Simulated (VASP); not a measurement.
The system is FeO.

```xyz
2
Lattice="-1.6335 1.6335 2.1243 1.6335 -1.6335 2.1243 1.6335 1.6335 -2.1243" Properties=species:S:1:pos:R:3 pbc="T T T"
Fe    0.0000    0.0000    0.0000
O     0.0000    0.0000    2.1243
```

This cell differs from its parent crystal: volume scaled by 1.06.

Base run:

- Program: VASP 6.6.1
- Functional: PBE
- Potentials or basis: VASP PAW PBE potentials, release 64 (Fe, O)
- Cutoff: 520 eV
- k mesh: 12 × 12 × 12
- Occupations: fermi-dirac, width 0.05 eV
- Spin: collinear spin, ferromagnetic start
- Starting moments: [3.0, 0.0] μB

Its results: band gap on the k mesh zero (filled and empty bands overlap); pressure -15.9 GPa; net moment 4.00 μB per cell; site moments Fe +3.62; O +0.28 μB.

The run is repeated on the same cell with these changes: functional from PBE to LDA; potentials or basis from VASP PAW PBE potentials, release 64 (Fe, O) to VASP PAW LDA potentials, release 64 (Fe, O). What comes out?

Band gap on the k mesh zero (filled and empty bands overlap); pressure -28.1 GPa; net moment 4.00 μB per cell; site moments Fe +3.58; O +0.30 μB.

Caveats: a cell with one magnetic atom can't hold antiferromagnetic order, which such compounds often take; semilocal functionals often make such compounds metallic where correlation or magnetic order opens a gap, which also shifts bond lengths.
